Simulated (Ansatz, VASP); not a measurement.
# BaS: VASP beside Ansatz

Contents of INCAR:

```
  ALGO = Normal
  EDIFF = 1E-8
  ENCUT = 520
  GGA = PS
  ISIF = 2
  ISMEAR = -1
  LASPH = True
  LCHARG = False
  LEFG = True
  LREAL = False
  LWAVE = False
  NBANDS = 15
  NELM = 80
  PREC = Accurate
  SIGMA = 0.02
```

The input KPOINTS:

```
k-points
0
Gamma
  8 8 8
```

Contents of POSCAR:

```
BaS
1.0
    0.0000000000      3.1937500000      3.2576250000
    3.1937500000      0.0000000000      3.2576250000
    3.1937500000      3.1937500000      0.0000000000
Ba S
1 1
Direct
    0.0000000000      0.0000000000      0.0000000000
    0.5000000000      0.5000000000      0.5000000000
```

Input for Ansatz:

```yaml
crystal:
  lattice:
    - [0.0, 3.19375, 3.257625]
    - [3.19375, 0.0, 3.257625]
    - [3.19375, 3.19375, 0.0]
  atoms:
    - { symbol: Ba, position: [0.0, 0.0, 0.0] }
    - { symbol: S, position: [0.5, 0.5, 0.5] }
kpoints:
  mp_grid: { grid: [8, 8, 8] }
scf:
  occupations: { method: fermi_dirac, width: 0.02 }
hamiltonian:
  xc: pbesol
  pseudopotentials: { kind: all_electron, datasets: crystal }
output:
  forces: true
  stress: true
  eigenvalues: true
  efg: { contact_densities: true }
```

Change from the starting cell: zz strain of +2 %, crystal datasets.

Alike in both runs: task electric field gradients; functional PBEsol; k mesh 8 × 8 × 8; occupations fermi-dirac, width 0.02 eV; no spin polarisation.

|  | VASP | Ansatz |
| --- | --- | --- |
| version | VASP 6.6.1 | Ansatz 0.2.0 |
| potentials or method | VASP PAW PBE potentials, release 64 (Ba_sv, S), cutoff 520 eV | all-electron PAW with datasets made for the crystal, scalar-relativistic |

|  | VASP | Ansatz | Ansatz less VASP |
| --- | --- | --- | --- |
| gap on the k mesh at the Fermi level (eV) | 1.99 | 2.09 | +0.097 |
| pressure (GPa) | -1.3 | -1.9 | -0.58 |
| traceless stress, the component that is largest in VASP (GPa) | -0.94 | -0.85 | +0.095 |
| size of Vzz on the site where it differs most (V/Å²) | 24.7 | 23.5 | -1.15 |

VASP's potentials were made for PBE, not for PBEsol. Ansatz ran all-electron here, and VASP with PAW potentials.

Neither program's run includes spin-orbit coupling.
